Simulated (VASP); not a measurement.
# AlAu2 (I4/mmm) in VASP: a series of runs

The runs below take AlAu2 through single point, with LDA.

All numbers are computed with VASP 6.6.1; they aren't measurements. Logs are shortened: lines on timing, memory, paths and dates and some standing lists are left out, and cuts for length are marked.

### Step 1. The cell of the first run

It takes space group I4/mmm (No. 139, tetragonal). The conventional cell has a = 3.371 Å, b = 3.371 Å, c = 8.888 Å, α = 90.00°, β = 90.00°, γ = 90.00°. Al (site symmetry 4/mmm) has 10 Au at 2.76 to 3.05 Å and 4 Al at 3.37 Å within 3.6 Å. Within 3.6 Å of Au (site symmetry 4mm) lie 5 Al at 2.76 to 3.05 Å and 9 Au at 2.79 to 3.37 Å.

### Step 2. Single point, LDA

INCAR reads:

```
PREC     = Accurate       # precision mode
ENCUT    = 520            # plane-wave cutoff, eV
EDIFF    = 1E-7           # SCF threshold, eV
ISMEAR   = 0              # smearing method
SIGMA    = 0.15           # smearing width, eV
LREAL    = F              # projectors in reciprocal space
LASPH    = T              # aspherical terms in the spheres
NELM     = 60             # most SCF steps
ALGO     = Fast           # electronic algorithm
ISIF     = 2              # what is computed and relaxed
LWAVE    = F              # write WAVECAR
LCHARG   = T              # write CHGCAR
LELF     = T              # ELF
LVHAR    = T            
NBANDS   = 20             # bands
```

KPOINTS reads:

```
regular mesh
0
Gamma
  16 16 16
```

POSCAR reads:

```
AlAu2
1.0
   -1.6853500000      1.6853500000      4.4441500000
    1.6853500000     -1.6853500000      4.4441500000
    1.6853500000      1.6853500000     -4.4441500000
Al Au
1 2
Direct
    0.0000000000      0.0000000000      0.0000000000
    0.6570428093      0.6570428093      0.0000000000
    0.3429571907      0.3429571907      0.0000000000
```

Potentials or basis: VASP PAW LDA potentials, release 64 (Al, Au).

Launch:

```sh
$ cat potpaw_LDA.64/Al/POTCAR potpaw_LDA.64/Au/POTCAR > POTCAR
$ mpirun -np 1 vasp_std > vasp.out
```

OUTCAR:

```text
PREC = Accurate
   ENCUT = 520
   EDIFF = 1E-7
   ISMEAR = 0
   LREAL = F
   LASPH = T
   NELM = 60
   ISIF = 2

 ion  position               nearest neighbor table
   1  0.000  0.000  0.000-   2 2.76   2 2.76   2 2.76   3 2.76   3 2.76   3 2.76   2 2.76   3 2.76
                             2 3.05   3 3.05
   2  0.657  0.657  0.000-   1 2.76   1 2.76   1 2.76   1 2.76   3 2.79   3 2.90   3 2.90   3 2.90
                             3 2.90   1 3.05
   3  0.343  0.343  0.000-   1 2.76   1 2.76   1 2.76   1 2.76   2 2.79   2 2.90   2 2.90   2 2.90
                             2 2.90   1 3.05

  LATTYP: Found a body centered tetragonal cell.
 ALAT       =     3.3707000000
 C/A-ratio  =     2.6369300145

  Lattice vectors:

 A1 = (  -1.6853500000,   1.6853500000,   4.4441500000)
 A2 = (   1.6853500000,  -1.6853500000,   4.4441500000)
 A3 = (   1.6853500000,   1.6853500000,  -4.4441500000)

Analysis of symmetry for initial positions (statically):
=====================================================================
 Subroutine PRICEL returns:
 Original cell was already a primitive cell.

 Routine SETGRP: Setting up the symmetry group for a
 body centered tetragonal supercell.

 Subroutine GETGRP returns: Found 16 space group operations
 (whereof 16 operations were pure point group operations)
 out of a pool of 16 trial point group operations.

The static configuration has the point symmetry D_4h.

Analysis of symmetry for dynamics (positions and initial velocities):
=====================================================================
 Subroutine PRICEL returns:
 Original cell was already a primitive cell.

 Routine SETGRP: Setting up the symmetry group for a
 body centered tetragonal supercell.

 Subroutine GETGRP returns: Found 16 space group operations
 (whereof 16 operations were pure point group operations)
 out of a pool of 16 trial point group operations.

The dynamic configuration has the point symmetry D_4h.

 Subroutine INISYM returns: Found 16 space group operations
 (whereof 16 operations are pure point group operations),
 and found     1 'primitive' translations

----------------------------------------------------------------------------------------

                                     Primitive cell

  volume of cell :      50.4927

  direct lattice vectors                    reciprocal lattice vectors
    -1.685350000  1.685350000  4.444150000     0.000000000  0.296674281  0.112507454
[... 82 lines left out ...]
   ISPIN  =      1    spin polarized calculation?
   LNONCOLLINEAR =      F non collinear calculations
   LSORBIT =      F    spin-orbit coupling
   LASPH  =      T    aspherical Exc in radial PAW
   ENCUT  =  520.0 eV  38.22 Ry    6.18 a.u.   9.38  9.38  9.38*2*pi/ulx,y,z
   NELM   =     60;   NELMIN=  2; NELMDL= -5     # of ELM steps
   EDIFF  = 0.1E-06   stopping-criterion for ELM
   LREAL  =      F    real-space projection
   EDIFFG = 0.1E-05   stopping-criterion for IOM
   NSW    =      0    number of steps for IOM
   IBRION =     -1    ionic relax: 0-MD 1-quasi-New 2-CG
   NFREE  =      0    steps in history (QN), initial steepest desc. (CG)
   ISIF   =      2    stress and relaxation
   ISYM   =      2    0-nonsym 1-usesym 2-fastsym
   POTIM  = 0.5000    time-step for ionic-motion
   TEBEG  =    0.0;   TEEND  =   0.0 temperature during run
   PSTRESS=    0.0 pullay stress
   NELECT =      25.0000    total number of electrons
   NUPDOWN=      -1.0000    fix difference up-down
   EMIN   =  10.00;   EMAX   =-10.00  energy-range for DOS
   EFERMI =   0.00;   METHOD = LEGACY
   ISMEAR =     0;   SIGMA  =   0.15  broadening in eV -4-tet -1-fermi 0-gaus
   EFERMI_NEDOS =   21; number of points for ismear=-14 and -15
   IALGO  =     68    algorithm
   IMIX   =      4    mixing-type and parameters
     AMIX     =   0.40;   BMIX     =  1.00
     AMIX_MAG =   1.60;   BMIX_MAG =  1.00
  volume/ion in A,a.u.               =      16.83       113.58
  Fermi-wavevector in a.u.,A,eV,Ry     =   1.295126  2.447432 22.821734  1.677350
  Thomas-Fermi vector in A             =   2.426665
   LORBIT       =      0    0 simple, 1 ext, 2 COOP (PROOUT), +10 PAW based schemes
   GGA     = CA    functional components
   LHFCALC =     F    Hartree Fock is set to
   AEXX    =    0.0000 exact exchange contribution
   IVDW    =     0    specifies the selected vdW correction
   LEPSILON=     F    determine dielectric tensor
   LRPA    =     F    only Hartree local field effects (RPA)
 non-spin polarized calculation
 RMM-DIIS sequential band-by-band and
 Gauss-broadening in eV      SIGMA  =   0.15
  energy-cutoff  :      520.00
  volume of cell :       50.49
 maximum number of plane-waves:      1378
 NGX is ok and might be reduce to    40
   NGX = 19   NGY = 19   NGZ = 19

 number of electron      25.0000000 magnetization

 Free energy of the ion-electron system (eV)
  ---------------------------------------------------
  ext. energy  EPLUGINS =         0.00000000
  ---------------------------------------------------
  free energy    TOTEN  =       -14.08625804 eV

  energy without entropy =      -14.07890921  energy(sigma->0) =      -14.08258362

 E-fermi :   9.1774     XC(G=0): -12.1335

 val. band max:        9.1709355652   @ k =  -0.4375   0.2500   0.0000
 cond. band min:       9.1829440463   @ k =   0.3750   0.3750   0.1250
 fundamental gap:      0.0120084811
 Fermi energy:         9.1774008479

 k-point     1 :       0.0000    0.0000    0.0000
  band No.  band energies     occupation
      1      -1.5318      2.00000
      2       2.6122      2.00000
      3       3.0123      2.00000
      4       3.8977      2.00000
      5       4.2014      2.00000
      6       4.2369      2.00000
[... 541 lines left out ...]
     19      17.0458      0.00000
     20      19.0339      0.00000

 [... further k-points ...]
[... 5 lines left out ...]
  --------------------------------------------------------------------------------------
  -------------------------------------------------------------------------------------
  Total       -2.6983576     -2.6983576     -3.2364513      0.0000000      0.0000000      0.0000000
  in kB      -85.6211738    -85.6211738   -102.6953427      0.0000000      0.0000000      0.0000000
  external PRESSURE =     -91.3125634 kB  Pullay stress =       0.0000000 kB

 VOLUME and BASIS-vectors are now :
 -----------------------------------------------------------------------------
  energy-cutoff  :      520.00
  volume of cell :       50.49
      direct lattice vectors                 reciprocal lattice vectors
    -1.685350000  1.685350000  4.444150000     0.000000000  0.296674281  0.112507454
     1.685350000 -1.685350000  4.444150000     0.296674281  0.000000000  0.112507454
     1.685350000  1.685350000 -4.444150000     0.296674281  0.296674281  0.000000000

 POSITION                                       TOTAL-FORCE (eV/Angst)
 -----------------------------------------------------------------------------------
      0.00000      0.00000      0.00000         0.000000      0.000000      0.000000
      0.00000      0.00000      5.83999         0.000000      0.000000     -0.118084
      0.00000      0.00000      3.04831        -0.000000     -0.000000      0.118084
 -----------------------------------------------------------------------------------
    total drift:                                0.000000      0.000000     -0.000000

  FREE ENERGIE OF THE ION-ELECTRON SYSTEM (eV)
  ---------------------------------------------------
  free  energy   TOTEN  =       -14.0862580419 eV

  energy  without entropy=      -14.0789092065  energy(sigma->0) =      -14.08258362
```

stdout:

```text
POSCAR found type information on POSCAR AlAu
 POSCAR found :  2 types and       3 ions
 scaLAPACK will be used
 LDA part: xc-table for (Slater(with rela. corr.)+CA(PZ))
 , standard interpolation
 POSCAR, INCAR and KPOINTS ok, starting setup
 FFT: planning ... GRIDC
 FFT: planning ... GRID_SOFT
 FFT: planning ... GRID
 WAVECAR not read
 entering main loop
```

It took 7.4 min on 1 thread of Intel Xeon Platinum 8375C at 2.90GHz (Ice Lake), shared host; peak memory 0.45 GiB.

What came out:

| Quantity | Value |
| --- | --- |
| Free energy | -14.0863 eV |
| Pressure | -9.1 GPa |
| Largest force | 0.118 eV/Å |
| Band gap on the k mesh | zero (an odd number of electrons rules out a gap without spin polarisation) |

Forces in eV/Å, atoms in the order of the input:
```
Al   0.000  0.000  0.000
Au   0.000  0.000 -0.118
Au   0.000  0.000  0.118
```

Caveat: the cell stands under tension; spin-orbit coupling is left out, which moves the levels of the heavy elements.

### Step 3. Single point, LDA

This run uses another cell than the first one, of 16.93 Å³/atom.

INCAR reads:

```
SYSTEM = AlAu2
PREC = Accurate
ENCUT = 520
EDIFF = 1E-6
ISMEAR = 0
SIGMA = 0.15
LREAL = .False.
LASPH = .True.
NELM = 100
ALGO = Fast
ISIF = 2
LWAVE = .False.
LCHARG = .True.
LELF = .True.
LVHAR = .True.
NBANDS = 20
```

KPOINTS reads:

```
regular mesh
0
Gamma
  16 16 16
  0 0 0
```

POSCAR reads:

```
AlAu2
1.0
   -1.6688500000      1.6688500000      4.5596000000
    1.6688500000     -1.6688500000      4.5596000000
    1.6688500000      1.6688500000     -4.5596000000
Al Au
1 2
Direct
    0.0000000000      0.0000000000      0.0000000000
    0.6570428093      0.6570428093      0.0000000000
    0.3429571907      0.3429571907      0.0000000000
```

Potentials or basis: VASP PAW LDA potentials, release 64 (Al, Au).

Launch:

```sh
$ cat potpaw_LDA.64/Al/POTCAR potpaw_LDA.64/Au/POTCAR > POTCAR
$ mpirun -np 1 vasp_std > vasp.out
```

It took 6.5 min on 1 thread of Intel Xeon Platinum 8375C at 2.90GHz (Ice Lake), shared host; peak memory 0.45 GiB.

Results (log left out):

| Item | Value |
| --- | --- |
| Free energy | -14.0453 eV |
| Pressure | -10.1 GPa |
| Largest force | 0.320 eV/Å |
| Band gap on the k mesh | zero (an odd number of electrons rules out a gap without spin polarisation) |

Forces on the atoms (eV/Å):
```
Al   0.000  0.000  0.000
Au   0.000  0.000 -0.320
Au   0.000  0.000  0.320
```

Stress tensor (GPa, compression positive):
```
 -8.64   0.00   0.00
  0.00  -8.64   0.00
  0.00   0.00 -13.02
```

Levels at points of the mesh, in eV from the Fermi level:
```tsv
k point	band 9	band 10	band 11	band 12	band 13	band 14	band 15	band 16
(0.00, 0.00, 0.00)	-4.65	-4.65	-3.50	-1.54	0.32	5.66	5.66	6.73
(0.50, 0.00, 0.00)	-3.91	-3.40	-3.19	-2.98	-2.12	1.26	7.02	7.28
(0.50, 0.50, 0.00)	-3.46	-3.31	-2.69	-1.16	0.79	0.82	1.80	2.10
(0.50, 0.50, 0.50)	-3.67	-3.49	-3.49	-2.95	2.96	2.96	5.70	6.89
```

Caveat: the cell stands under tension; spin-orbit coupling is left out, which moves the levels of the heavy elements.

### Step 4. Single point, LDA

This run uses another cell than the first one, of 17.02 Å³/atom.

INCAR reads:

```
SYSTEM = AlAu2
  PREC = Accurate
  ENCUT = 520
  EDIFF = 1E-6
  ISMEAR = 0
  SIGMA = 0.15
  LREAL = .False.
  LASPH = .True.
  NELM = 60
  ALGO = Fast
  ISIF = 2
  LWAVE = .False.
  LCHARG = .False.
  NBANDS = 20
```

KPOINTS is that of step 3.

POSCAR reads:

```
AlAu2
1.0
   -1.6523234788      1.6523234788      4.6750000000
    1.6523234788     -1.6523234788      4.6750000000
    1.6523234788      1.6523234788     -4.6750000000
Al Au
1 2
Direct
    0.0000000000      0.0000000000      0.0000000000
    0.6570428093      0.6570428093      0.0000000000
    0.3429571907      0.3429571907      0.0000000000
```

Potentials or basis: VASP PAW LDA potentials, release 64 (Al, Au).

Launch:

```sh
$ cat potpaw_LDA.64/Al/POTCAR potpaw_LDA.64/Au/POTCAR > POTCAR
$ mpirun -np 1 vasp_std > vasp.out
```

OUTCAR:

```text
SYSTEM = AlAu2
   PREC = Accurate
   ENCUT = 520
   EDIFF = 1E-6
   ISMEAR = 0
   LREAL = .False.
   LASPH = .True.
   NELM = 60
   ISIF = 2

 ion  position               nearest neighbor table
   1  0.000  0.000  0.000-   2 2.76   2 2.76   2 2.76   3 2.76   2 2.76   3 2.76   3 2.76   3 2.76
                             2 3.21   3 3.21
   2  0.657  0.657  0.000-   1 2.76   1 2.76   1 2.76   1 2.76   3 2.91   3 2.91   3 2.91   3 2.91
                             3 2.94   1 3.21
   3  0.343  0.343  0.000-   1 2.76   1 2.76   1 2.76   1 2.76   2 2.91   2 2.91   2 2.91   2 2.91
                             2 2.94   1 3.21

  LATTYP: Found a body centered tetragonal cell.
[... 744 lines left out ...]

 [... further k-points ...]
[... 5 lines left out ...]
  --------------------------------------------------------------------------------------
  -------------------------------------------------------------------------------------
  Total       -2.7968580     -2.7968580     -4.6291209      0.0000000      0.0000000      0.0000000
  in kB      -87.7706375    -87.7706375   -145.2704720      0.0000000      0.0000000      0.0000000
  external PRESSURE =    -106.9372490 kB  Pullay stress =       0.0000000 kB

 VOLUME and BASIS-vectors are now :
 -----------------------------------------------------------------------------
  energy-cutoff  :      520.00
  volume of cell :       51.05
      direct lattice vectors                 reciprocal lattice vectors
    -1.652323479  1.652323479  4.675000000     0.000000000  0.302604185  0.106951872
     1.652323479 -1.652323479  4.675000000     0.302604185  0.000000000  0.106951872
     1.652323479  1.652323479 -4.675000000     0.302604185  0.302604185  0.000000000

 POSITION                                       TOTAL-FORCE (eV/Angst)
 -----------------------------------------------------------------------------------
      0.00000      0.00000      0.00000        -0.000000     -0.000000     -0.000000
      0.00000      0.00000      6.14335        -0.000000     -0.000000     -0.435760
      0.00000      0.00000      3.20665         0.000000      0.000000      0.435760
 -----------------------------------------------------------------------------------
    total drift:                                0.000000      0.000000     -0.000000

  FREE ENERGIE OF THE ION-ELECTRON SYSTEM (eV)
  ---------------------------------------------------
  free  energy   TOTEN  =       -13.9892089012 eV

  energy  without entropy=      -13.9806327308  energy(sigma->0) =      -13.98492082
```

It took 6.7 min on 1 thread of Intel Xeon Platinum 8375C at 2.90GHz (Ice Lake), shared host; peak memory 0.46 GiB.

What came out:

```yaml
Free_energy: -13.9892 eV
Pressure: -10.7 GPa
Largest_force: 0.436 eV/Å
Band_gap_on_the_k_mesh: zero (an odd number of electrons rules out a gap without spin polarisation)
```

Forces in eV/Å, atoms in the order of the input:
```
Al   0.000  0.000  0.000
Au   0.000  0.000 -0.436
Au   0.000  0.000  0.436
```

Stress tensor (GPa, compression positive):
```
 -8.78   0.00   0.00
  0.00  -8.78   0.00
  0.00   0.00 -14.53
```

Levels at points of the mesh, in eV from the Fermi level:
```
           k point  band 10  band 11  band 12  band 13  band 14  band 15
(0.00, 0.00, 0.00)    -4.56    -3.53    -1.88    -0.23     5.71     5.71
(0.50, 0.00, 0.00)    -3.48    -3.15    -2.94    -2.21     1.03     6.64
(0.50, 0.50, 0.00)    -3.33    -2.61    -1.01     0.73     0.81     1.71
(0.50, 0.50, 0.50)    -3.54    -3.54    -3.09     3.20     3.20     5.03
```

Caveat: the cell stands under tension; spin-orbit coupling is left out, which moves the levels of the heavy elements.

### Step 5. Overview

| cell | further INCAR settings | gap on the mesh (eV) | pressure (GPa) | largest force (eV/Å) |
| --- | --- | --- | --- | --- |
| a = 5.043 Å, angles 141.0, 141.0, 56.4°, 3 atoms | ALGO = Fast; EDIFF = 1e-07; NBANDS = 20 | none | -9.1 | 0.12 |
| a = 5.134 Å, angles 142.1, 142.1, 54.7°, 3 atoms | ALGO = Fast; EDIFF = 1e-06; NBANDS = 20 | none | -10.1 | 0.32 |
| a = 5.226 Å, angles 143.1, 143.1, 53.1°, 3 atoms | ALGO = Fast; EDIFF = 1e-06; NBANDS = 20 | none | -10.7 | 0.44 |

Alike in all rows: task single point; level LDA; potentials or basis VASP PAW LDA potentials, release 64 (Al, Au); no spin polarisation; k mesh 16 × 16 × 16; cutoff (eV) 520; smearing gaussian 0.15 eV.

Caveats: the cell stands under tension; spin-orbit coupling is left out, which moves the levels of the heavy elements.

Total energies depend on the potentials used, so only differences within one code and one set of settings carry meaning.
